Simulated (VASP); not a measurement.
Here is a VASP 6.6.1 calculation.

File INCAR:

```
  ALGO = Normal
  EDIFF = 1E-7
  ENCUT = 520
  ISIF = 2
  ISMEAR = -1
  LASPH = True
  LCHARG = True
  LELF = True
  LREAL = False
  LVHAR = True
  LWAVE = False
  NBANDS = 16
  NELM = 60
  PREC = Accurate
  SIGMA = 0.08
```

File KPOINTS:

```
k-points
0
Gamma
  13 13 13
```

Contents of POSCAR:

```
CuI
1.0
    0.0000000000      2.7695912641      2.7695912641
    2.7695912641      0.0000000000      2.7695912641
    2.7695912641      2.7695912641      0.0000000000
Cu I
1 1
Direct
    0.0000000000      0.0000000000      0.0000000000
    0.5000000000      0.5000000000      0.5000000000
```

Potentials or basis: VASP PAW LDA potentials, release 64 (Cu, I).

The run is started by

```sh
$ cat potpaw_LDA.64/Cu/POTCAR potpaw_LDA.64/I/POTCAR > POTCAR
$ mpirun -np 1 vasp_std > vasp.out
```

(1) What does it give for the band gap on the k mesh?

(2) Estimate the pressure.

## Answers

(1) zero (bands 9 and 10 overlap by 0.62 eV).

(2) -0.5 GPa.

Caveat: spin-orbit coupling is left out, which moves the levels of the heavy elements.
